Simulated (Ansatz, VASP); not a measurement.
**Nb3Te2Mo: VASP beside Ansatz**

File INCAR:

```
PREC = Accurate
ENCUT = 520
EDIFF = 1E-7
ISMEAR = 0
SIGMA = 0.2
LREAL = F
LASPH = T
NELM = 100
ALGO = Fast
ISIF = 2
LWAVE = F
LCHARG = F
GGA = PE
NBANDS = 77
```

File KPOINTS:

```
regular mesh
0
Gamma
  6 6 1
```

File POSCAR:

```
Nb3Te2Mo
1.0
    3.4280742332      0.0000000000      0.0000000000
    0.0000000000      3.4280742332      0.0000000000
    0.0000000000      0.0000000000     22.6792612619
Nb Te Mo
6 4 2
Direct
    1.0000000000      1.0000000000      0.2925116174
    0.0000000000      1.0000000000      0.7925116174
    0.5000000000      0.5000000000      0.0909120267
    0.5000000000      0.5000000000      0.5909120267
    1.0000000000      1.0000000000      0.1595657996
    0.0000000000      1.0000000000      0.6595657996
    0.0000000000      1.0000000000      0.0226362659
    0.0000000000      1.0000000000      0.5226362659
    0.5000000000      0.5000000000      0.3624445690
    0.5000000000      0.5000000000      0.8624445690
    0.5000000000      0.5000000000      0.2269297214
    0.5000000000      0.5000000000      0.7269297214
```

Input for Ansatz:

```yaml
crystal:
  lattice:
    - [3.4280742332, 0.0, 0.0]
    - [0.0, 3.4280742332, 0.0]
    - [0.0, 0.0, 22.6792612619]
  atoms:
    - { symbol: Nb, position: [1.0, 1.0, 0.2925116174] }
    - { symbol: Nb, position: [0.0, 1.0, 0.7925116174] }
    - { symbol: Nb, position: [0.5, 0.5, 0.0909120267] }
    - { symbol: Nb, position: [0.5, 0.5, 0.5909120267] }
    - { symbol: Nb, position: [1.0, 1.0, 0.1595657996] }
    - { symbol: Nb, position: [0.0, 1.0, 0.6595657996] }
    - { symbol: Te, position: [0.0, 1.0, 0.0226362659] }
    - { symbol: Te, position: [0.0, 1.0, 0.5226362659] }
    - { symbol: Te, position: [0.5, 0.5, 0.362444569] }
    - { symbol: Te, position: [0.5, 0.5, 0.862444569] }
    - { symbol: Mo, position: [0.5, 0.5, 0.2269297214] }
    - { symbol: Mo, position: [0.5, 0.5, 0.7269297214] }
basis:
  ecutwfc: 420
kpoints:
  mp_grid: { grid: [6, 6, 1] }
hamiltonian:
  xc: pbe
scf:
  occupations: { method: gaussian, width: 0.2 }
  lower_state_search: "off"
output:
  forces: true
  stress: true
  eigenvalues: true
```

Alike in both runs: task single point; functional PBE; k mesh 6 × 6 × 1; occupations gaussian, width 0.2 eV; no spin polarisation.

|  | VASP | Ansatz |
| --- | --- | --- |
| version | VASP 6.6.1 | Ansatz 0.2.0 |
| potentials or method | VASP PAW PBE potentials, release 64 (Nb_sv, Te, Mo_sv), cutoff 520 eV | scalar-relativistic, plane waves, PAW |
| valence electrons in the cell | 130 | 170 |

```csv
,VASP,Ansatz,Ansatz less VASP
gap on the k mesh at the Fermi level (eV),none,none,-
pressure (GPa),0.0,0.1,+0.10
"traceless stress, the component that is largest in VASP (GPa)",-0.36,-0.39,-0.033
rms of the force components (eV/Å),0.012,0.010,-0.0015
```

Atom by atom the forces differ by 0.003 eV/Å (rms over components). A gap of «none» marks a metal or a gap that the smearing closes. VASP's potentials hold 130 valence electrons a cell and Ansatz's 170, so a difference there can come from the potentials and not from the codes.

Neither program's run includes spin-orbit coupling.
